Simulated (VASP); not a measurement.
Co: single point with PBE

Crystal: Co.

```
Co
1.0
     0.00000   -1.80740   -1.80740
    -3.61480   -1.80740   -1.80740
     0.00000    1.80740   -1.80740
Co
2
Direct
  0.00000 0.00000 0.00000
  0.00000 0.50000 0.50000
```

```yaml
Program: VASP 6.6.1
Task: single point
Functional: PBE
Potentials_or_basis: VASP PAW PBE potentials, release 64 (Co)
Cutoff: 520 eV
k_mesh: 11 × 7 × 9
Occupations: fermi-dirac, width 0.05 eV
Spin: no spin polarisation
Dipole_correction: no
Further_INCAR_settings: ALGO = Normal; EDIFF = 1e-07; NBANDS = 16; ISYM = 0
```

```json
{"Pressure": "-25.1 GPa", "Band gap on the k mesh": "zero (band 9 reaches 9.27 eV, above the bottom of band 10 at 8.36 eV)"}
```

Levels at points of the mesh, in eV from the Fermi level:
```csv
k point,band 5,band 6,band 7,band 8,band 9,band 10,band 11,band 12,band 13,band 14
"(0.00, 0.00, 0.00)",-1.56,-1.56,-0.46,-0.46,0.26,0.46,0.47,2.68,9.45,14.44
```

It took 120 s on 1 thread of Intel Xeon 6975P-C, on a shared host, peak memory 0.23 GiB.

Caveat: the run has no spin polarisation, though such a crystal can be magnetic. Spin polarisation is off, so any magnetic state and its effect on volume and gap are missing.
